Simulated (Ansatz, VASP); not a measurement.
# Two plane-wave programs on CsPd5S

The input INCAR:

```
ALGO     = Normal         # electronic algorithm
EDIFF    = 1E-7           # SCF threshold, eV
ENCUT    = 520            # plane-wave cutoff, eV
GGA      = RE             # functional
ISIF     = 2              # what is computed and relaxed
ISMEAR   = -1             # smearing method
LASPH    = T              # aspherical terms in the spheres
LCHARG   = F              # write CHGCAR
LREAL    = F              # projectors in reciprocal space
LWAVE    = F              # write WAVECAR
NBANDS   = 42             # bands
NELM     = 100            # most SCF steps
PREC     = Accurate       # precision mode
SIGMA    = 0.1            # smearing width, eV
```

KPOINTS

```
k-points
0
Gamma
  4 4 3
```

Contents of POSCAR:

```
CsPd5S
1.0
    4.2051490000      0.0000000000      0.0000000000
    0.0000000000      4.2051490000      0.0000000000
    0.0000000000      0.0000000000      7.3857200000
Pd Cs S
5 1 1
Direct
    0.5000000000      0.0000000000      0.7262000000
    0.0000000000      0.5000000000      0.7262000000
    0.5000000000      0.0000000000      0.2738000000
    0.0000000000      0.5000000000      0.2738000000
    0.0000000000      0.0000000000      0.0000000000
    0.5000000000      0.5000000000      0.0000000000
    0.0000000000      0.0000000000      0.5000000000
```

Input for Ansatz:

```yaml
crystal:
  lattice:
    - [4.205149, 0.0, 0.0]
    - [0.0, 4.205149, 0.0]
    - [0.0, 0.0, 7.38572]
  atoms:
    - { symbol: Pd, position: [0.5, 0.0, 0.7262] }
    - { symbol: Pd, position: [0.0, 0.5, 0.7262] }
    - { symbol: Pd, position: [0.5, 0.0, 0.2738] }
    - { symbol: Pd, position: [0.0, 0.5, 0.2738] }
    - { symbol: Pd, position: [0.0, 0.0, 0.0] }
    - { symbol: Cs, position: [0.5, 0.5, 0.0] }
    - { symbol: S, position: [0.0, 0.0, 0.5] }
  symmetry: { tolerance: 0.0003 }
kpoints:
  mp_grid: { grid: [4, 4, 3], shift: [0, 0, 0] }
magnetization:
  spin_polarized: false
scf:
  occupations: { method: fermi_dirac }
  algorithm: density_mixing
hamiltonian:
  pseudopotentials: { kind: paw }
  xc: revpbe
basis:
  ecutwfc: 420
output:
  forces: true
  stress: true
  eigenvalues: true
```

Alike in both runs: task single point; functional revPBE; k mesh 4 × 4 × 3; no spin polarisation.

|  | VASP | Ansatz |
| --- | --- | --- |
| version | VASP 6.6.1 | Ansatz 0.2.0 |
| potentials or method | VASP PAW PBE potentials, release 64 (Pd, Cs_sv, S), cutoff 520 eV | PAW plane waves |
| occupations | fermi-dirac, width 0.1 eV | fermi-dirac |
| valence electrons in the cell | 65 | 105 |

```csv
,VASP,Ansatz,Ansatz less VASP
gap on the k mesh at the Fermi level (eV),none,none,-
pressure (GPa),3.2,2.5,-0.74
"traceless stress, the component that is largest in VASP (GPa)",0.44,0.45,+0.012
rms of the force components (eV/Å),0.721,0.677,-0.0431
```

VASP's potentials were made for PBE, not for revPBE. Atom by atom the forces differ by 0.043 eV/Å (rms over components). A gap of «none» marks a metal or a gap that the smearing closes. VASP's potentials hold 65 valence electrons a cell and Ansatz's 105, so a difference there can come from the potentials and not from the codes.

The k mesh is coarse, so the values compare programs but aren't converged. Spin-orbit coupling is off throughout.
